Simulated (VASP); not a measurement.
## Ir: single point with PBE

Ir:

```
Ir
1.0
    -2.23194    2.23194    1.23705
     2.23194   -2.23194    1.23705
     2.23194    2.23194   -1.23705
Ir
2
Direct
  0.62500 0.87500 0.75000
  0.37500 0.12500 0.25000
```

```json
{
  "Program": "VASP 6.6.1",
  "Task": "single point",
  "Functional": "PBE",
  "Potentials or basis": "VASP PAW PBE potentials, release 64 (Ir_sv_GW)",
  "Cutoff": "560 eV",
  "k mesh": "18 × 18 × 18",
  "Occupations": "fermi-dirac, width 0.05 eV",
  "Spin": "no spin polarisation",
  "Dipole correction": "no",
  "Further INCAR settings": "ALGO = Normal; EDIFF = 1e-06; NBANDS = 24"
}
```

* Pressure: 144.3 GPa
* Band gap on the k mesh: zero (bands 17 and 18 overlap by 4.04 eV)

Stress tensor (GPa, compression positive):
```
144.41   0.00   0.00
  0.00 144.41   0.00
  0.00   0.00 144.11
```

Levels at points of the mesh, in eV from the Fermi level:
| k point | band 14 | band 15 | band 16 | band 17 | band 18 | band 19 | band 20 | band 21 |
| --- | --- | --- | --- | --- | --- | --- | --- | --- |
| (0.00, 0.00, 0.00) | -1.51 | -1.51 | -1.43 | -1.43 | 2.37 | 4.29 | 6.16 | 6.16 |
| (0.50, 0.00, 0.00) | -3.24 | -2.12 | -1.03 | 0.82 | 1.03 | 4.32 | 7.81 | 8.59 |
| (0.50, 0.50, 0.00) | -4.93 | -2.63 | -2.63 | 0.21 | 0.21 | 0.84 | 0.84 | 13.34 |
| (0.50, 0.50, 0.50) | -2.19 | -1.77 | -1.77 | -0.74 | -0.74 | -0.68 | -0.68 | 8.93 |

Wall time 4.3 min on 1 thread of AMD EPYC 7R13 Processor (Zen 3), with other jobs on the host, peak memory 0.35 GiB.

Caveat: the cell stands under pressure; spin-orbit coupling is left out, which moves the levels of the heavy elements.
